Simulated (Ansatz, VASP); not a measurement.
**One calculation of Ge, two programs**

```
Ge
1.0
     1.36222   -2.53550    0.00000
     1.36222    2.53550    0.00000
     0.00000    0.00000    2.69823
Ge
1
Direct
  0.50000 0.50000 0.00000
```

Change from the starting cell: strain -0.025 along x and y, +0.000 along z, atoms carried along.

Alike in both runs: task single point; functional PBEsol; k mesh 20 × 20 × 18; occupations gaussian, width 0.15 eV; no spin polarisation.

```csv
,VASP,Ansatz
version,VASP 6.6.1,Ansatz 0.2.0
potentials or method,"VASP PAW PBE potentials, release 64 (Ge_d), cutoff 520 eV","scalar-relativistic, plane waves, PAW"
valence electrons in the cell,14,14
```

```tsv
	VASP	Ansatz	Ansatz less VASP
gap on the k mesh at the Fermi level (eV)	none	none	-
pressure (GPa)	-0.8	-0.7	+0.09
traceless stress, the component that is largest in VASP (GPa)	-3.25	-3.22	+0.034
```

VASP's potentials were made for PBE, not for PBEsol. A gap of «none» marks a metal or a gap that the smearing closes.
